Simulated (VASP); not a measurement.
Crystal: Al2BP3.

```xyz
6
Lattice="-1.8005 1.8005 7.6389 1.8005 -1.8005 7.6389 1.8005 1.8005 -7.6389" Properties=species:S:1:pos:R:3 pbc="T T T"
Al    0.0000    0.0000   12.7316
Al    0.0000    0.0000    2.5463
B     0.0000    0.0000    7.6389
P     1.8005    0.0000    6.3658
P     1.8005    0.0000    1.2732
P     0.0000    1.8005    3.8195
```

```yaml
Program: VASP 6.6.1
Task: relaxation of cell and atoms
Functional: PBE
Potentials_or_basis: VASP PAW PBE potentials, release 64 (Al, B, P)
Cutoff: 600 eV
k_mesh: 6 × 6 × 6
Occupations: gaussian, width 0.1 eV
Spin: no spin polarisation
```

At the start: pressure 12.1 GPa; volume 16.51 Å³/atom.

Where does the relaxation end?

Over 9 steps the energy falls by 219.0 meV/atom and the volume is 17.63 Å³/atom (+6.8 %); space group I-4m2 (No. 119, to 0.1 Å) before and after.

Step by step:
```tsv
step	energy change (eV)	largest force (eV/Å)	pressure (GPa)	volume (Å³)
1	0.0000	4.0758	12.13	99.06
2	-0.7852	1.2850	-8.04	118.09
3	-0.9573	1.0871	-3.62	111.79
4	-1.2183	0.7094	-1.60	108.19
5	-1.2884	0.3774	0.44	105.38
6	-1.3109	0.1561	-0.07	105.84
7	-1.3109	0.1369	-0.05	105.82
8	-1.3139	0.0407	-0.08	105.77
9	-1.3140	0.0166	-0.09	105.76
```

Final structure:
```
CELL_PARAMETERS angstrom
-1.81240 1.81240 8.04897
1.81240 -1.81240 8.04897
1.81240 1.81240 -8.04897
ATOMIC_POSITIONS crystal
Al 0.84079 0.84079 0.00000
Al 0.15921 0.15921 0.00000
B 0.50000 0.50000 0.00000
P 0.43324 0.93324 0.50000
P 0.06676 0.56676 0.50000
P 0.75000 0.25000 0.50000
```
